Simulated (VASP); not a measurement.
Here is a VASP 6.6.1 calculation.

File INCAR:

```
SYSTEM = SiC
PREC = Accurate
ENCUT = 520
EDIFF = 1E-7
ISMEAR = -1
SIGMA = 0.02
LREAL = .FALSE.
LASPH = .TRUE.
NELM = 80
ALGO = Normal
ISIF = 2
LWAVE = .FALSE.
LCHARG = .FALSE.
GGA = PE
NBANDS = 16
```

The input KPOINTS:

```
regular mesh
0
G
  8 8 8
  0 0 0
```

File POSCAR:

```
SiC
1.0
    1.2669330388      0.7314641310      7.1782539203
   -1.2669330388      0.7314641310      7.1782539203
    0.0000000000     -1.4629282619      7.1782539203
C Si
2 2
Direct
    0.1767202019      0.1767202019      0.1767202019
    0.8232797981      0.8232797981      0.8232797981
    0.7286037273      0.7286037273      0.7286037273
    0.2713962727      0.2713962727      0.2713962727
```

Potentials or basis: VASP PAW PBE potentials, release 64 (C, Si).

Run with:

```bash
$ cat potpaw_PBE.64/C/POTCAR potpaw_PBE.64/Si/POTCAR > POTCAR
$ mpirun -np 1 vasp_std > vasp.out
```

Question: Predict the largest force.

Answer: 0.279 eV/Å.

Question: Predict the band gap on the k mesh.

Answer: Zero (band 8 reaches 14.71 eV, above the bottom of band 9 at 8.22 eV).

Question: What does it give for the pressure?

Answer: 3.4 GPa.

Stress tensor (GPa, compression positive):
```
 5.73  0.00  0.00
 0.00  5.73  0.00
 0.00  0.00 -1.19
```
